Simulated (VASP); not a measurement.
SnO (Romarchite), 4 atoms in the cell. It takes space group P4/nmm (No. 129, tetragonal). Conventional cell: a = 3.799 Å, b = 3.799 Å, c = 4.841 Å, α = 90.00°, β = 90.00°, γ = 90.00°. Sn (site symmetry 4mm) has 4 O at 2.22 Å within 2.9 Å. O (site symmetry -4m2) has 4 Sn at 2.22 Å and 4 O at 2.69 Å within 2.9 Å. 

* Program: VASP 6.6.1
* Task: single point
* Functional: LDA
* Potentials or basis: VASP PAW LDA potentials, release 64 (Sn_d, O)
* Cutoff: 520 eV
* k mesh: 4 × 4 × 4
* Occupations: gaussian, width 0.01 eV
* Spin: no spin polarisation
* Dipole correction: no
* Further INCAR settings: ALGO = Normal; EDIFF = 1e-07; NBANDS = 28

Potentials or basis: VASP PAW LDA potentials, release 64 (Sn_d, O).

Run with:

```console
$ cat potpaw_LDA.64/Sn_d/POTCAR potpaw_LDA.64/O/POTCAR > POTCAR
$ mpirun -np 1 vasp_std > vasp.out
```

Hardware: 1 thread of AMD EPYC 7R13, with other jobs on the host.

Q: Estimate the wall time of this run.

A: Wall time 63 s on 1 thread of AMD EPYC 7R13, on a shared host, peak memory 0.13 GiB. Counts: scf iterations 15, k points 18.
